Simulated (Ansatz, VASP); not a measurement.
**Two plane-wave programs on Te**

```
Te
1.0
     0.00000    3.35408    3.35408
     3.35408    0.00000    3.35408
     3.35408    3.35408    0.00000
Te
2
Direct
  0.12500 0.12500 0.12500
  0.87500 0.87500 0.87500
```

Alike in both runs: task single point; functional LDA; k mesh 9 × 9 × 9; occupations fermi-dirac, width 0.1 eV; no spin polarisation.

|  | VASP | Ansatz |
| --- | --- | --- |
| version | VASP 6.6.1 | Ansatz 0.2.0 |
| potentials or method | VASP PAW LDA potentials, release 64 (Te), cutoff 520 eV | plane waves (420 eV) with PAW, scalar-relativistic |
| valence electrons in the cell | 12 | 32 |

Ansatz gave:

```
pressure (GPa) : 5.5
```

Which values does VASP return?

Pressure (GPa): 5.6.

Ansatz warns that its potentials were made for another functional, while VASP's fit it. LDA's correlation is that of Perdew and Zunger in VASP and of Perdew and Wang (1992) in Ansatz. VASP's potentials hold 12 valence electrons a cell and Ansatz's 32, so a difference there can come from the potentials and not from the codes.

Spin-orbit coupling is off throughout.
